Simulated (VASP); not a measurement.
Write the native input for VASP 6.6.1 that does the following.

* Task: relaxation of cell and atoms
* Functional: PBE
* Potentials or basis: VASP PAW PBE potentials, release 64 (B, N)
* Cutoff: 600 eV
* k mesh: 12 × 12 × 12
* Occupations: gaussian, width 0.02 eV
* Spin: no spin polarisation
* Dipole correction: no
* Further INCAR settings: ALGO = Normal; EDIFF = 1e-07; IBRION = 2; EDIFFG = -0.02; NSW = 70; ISIF = 3

The structure of BN lies in POSCAR:

```
BN
1.0
    0.0000000000      1.8121622641      1.8121622641
    1.8121622641      0.0000000000      1.8121622641
    1.8121622641      1.8121622641      0.0000000000
B N
1 1
Direct
    0.0000000000      0.0000000000      0.0000000000
    0.7500000000      0.7500000000      0.7500000000
```

These files were run (other wordings do the same):

INCAR

```
SYSTEM = BN
  PREC = Accurate
  ENCUT = 600
  EDIFF = 1E-7
  ISMEAR = 0
  SIGMA = 0.02
  LREAL = .False.
  LASPH = .True.
  NELM = 120
  ALGO = Normal
  ISIF = 3
  LWAVE = .False.
  LCHARG = .False.
  GGA = PE
  IBRION = 2
  NSW = 70
  EDIFFG = -0.02
  GGA_COMPAT = .False.
  NELMIN = 4
```

KPOINTS

```
regular mesh
0
Gamma
  12 12 12
  0 0 0
```

Potentials or basis: VASP PAW PBE potentials, release 64 (B, N).

The run is started by

```sh
$ cat potpaw_PBE.64/B/POTCAR potpaw_PBE.64/N/POTCAR > POTCAR
$ mpirun -np 1 vasp_std > vasp.out
```

Results of the run:

```json
{
  "Pressure after relaxing": "0.1 GPa",
  "Band gap on the k mesh": "4.45 eV, indirect (least direct gap 8.78 eV)"
}
```

Caveat: the relaxation stopped at its first step, so nothing moved.

It took 13 s on 1 thread of AMD EPYC 7R43 64-Core Processor (Zen 3), on a shared host, peak memory 0.09 GiB.
